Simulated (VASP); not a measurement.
Write the native input for VASP 6.6.1 that does the following.

```yaml
Task: single point
Functional: PBE
Potentials_or_basis: VASP PAW PBE potentials, release 64 (Ge_d, Ga_d)
Cutoff: 520 eV
k_mesh: 7 × 7 × 7
Occupations: fermi-dirac, width 0.05 eV
Spin: no spin polarisation
Dipole_correction: no
Further_INCAR_settings: ALGO = Normal; EDIFF = 1e-07; NBANDS = 36
```

The structure of GaGe3 lies in POSCAR:

```
GaGe3
1.0
    0.0000000000      3.3644336506      3.3644336506
    3.3644336506      0.0000000000      3.3644336506
    3.3644336506      3.3644336506      0.0000000000
Ge Ga
3 1
Direct
    0.5000000000      0.5000000000      0.5000000000
    0.7500000000      0.7500000000      0.7500000000
    0.2500000000      0.2500000000      0.2500000000
    0.0000000000      0.0000000000      0.0000000000
```

These files were run (other wordings do the same):

INCAR

```
SYSTEM = GaGe3
PREC     = Accurate       ! precision mode
ENCUT    = 520            ! plane-wave cutoff, eV
EDIFF    = 1E-7           ! SCF threshold, eV
ISMEAR   = -1             ! smearing method
SIGMA    = 0.05           ! smearing width, eV
LREAL    = .FALSE.        ! projectors in reciprocal space
LASPH    = .TRUE.         ! aspherical terms in the spheres
NELM     = 60             ! most SCF steps
ALGO     = Normal         ! electronic algorithm
ISIF     = 2              ! what is computed and relaxed
LWAVE    = .FALSE.        ! write WAVECAR
LCHARG   = .FALSE.        ! write CHGCAR
GGA      = PE             ! functional
NBANDS   = 36             ! bands
```

KPOINTS

```
regular mesh
0
G
  7 7 7
  0 0 0
```

Potentials or basis: VASP PAW PBE potentials, release 64 (Ge_d, Ga_d).

Launch:

```sh
$ cat potpaw_PBE.64/Ge_d/POTCAR potpaw_PBE.64/Ga_d/POTCAR > POTCAR
$ mpirun -np 1 vasp_std > vasp.out
```

Results of the run:

```yaml
Pressure: 0.8 GPa
```

It took 46 s on 1 thread of AMD EPYC 9R45 96-Core Processor (Zen 5) (shared host), peak memory 0.19 GiB.
